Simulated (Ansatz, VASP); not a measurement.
SiC in VASP and in Ansatz

```
Si C
1.0
     3.07577    0.00000    0.00000
    -1.53789    2.66370    0.00000
     0.00000    0.00000    5.04753
Si C
2 2
Direct
  0.33333 0.66667 0.00459
  0.66667 0.33333 0.50459
  0.33333 0.66667 0.38041
  0.66667 0.33333 0.88041
```

Alike in both runs: task single point; functional PBEsol; k mesh 8 × 8 × 6; no spin polarisation.

|  | VASP | Ansatz |
| --- | --- | --- |
| version | VASP 6.6.1 | Ansatz 0.2.0 |
| potentials or method | VASP PAW PBE potentials, release 64 (Si, C), cutoff 520 eV | all-electron LAPW, scalar-relativistic |
| occupations | gaussian, width 0.01 eV | fixed |

Ansatz gave:

```
gap on the k mesh at the Fermi level (eV) : 2.38
pressure (GPa)                            : 0.0
```

Q: Which values does VASP return?

A: gap on the k mesh at the Fermi level (eV): 2.37; pressure (GPa): 0.4.

VASP's potentials were made for PBE, not for PBEsol. Ansatz ran all-electron here, and VASP with PAW potentials.
